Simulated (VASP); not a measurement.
KCl (Sylvite):

```xyz
2
Lattice="0.0000 3.1039 3.1039 3.1039 0.0000 3.1039 3.1039 3.1039 0.0000" Properties=species:S:1:pos:R:3 pbc="T T T"
K     0.0000    0.0000    0.0000
Cl    3.1039    3.1039    3.1039
```

This cell differs from its parent crystal: volume scaled by 0.96.

Base run:

| Quantity | Value |
| --- | --- |
| Program | VASP 6.6.1 |
| Functional | PBEsol |
| Potentials or basis | VASP PAW PBE potentials, release 64 (K_sv, Cl) |
| Cutoff | 520 eV |
| k mesh | 7 × 7 × 7 |
| Occupations | fermi-dirac, width 0.05 eV |
| Spin | no spin polarisation |

Its results: band gap on the k mesh 5.15 eV, direct; pressure 0.4 GPa.

Problem. After a change of settings the same cell gave: band gap on the k mesh 4.88 eV, direct; pressure -1.3 GPa. Which change was it?
A. functional from PBEsol to PBE
B. functional from PBEsol to LDA; potentials or basis from VASP PAW PBE potentials, release 64 (K_sv, Cl) to VASP PAW LDA potentials, release 64 (K_sv, Cl)
C. functional from PBEsol to r2SCAN; further incar settings from ALGO = Normal; EDIFF = 1e-06; NBANDS = 15 to ALGO = Normal; EDIFF = 1e-07; NBANDS = 15

Solution. B.

Caveats: the PAW data sets were made with another functional, which shifts forces and pressure a little (some runs).
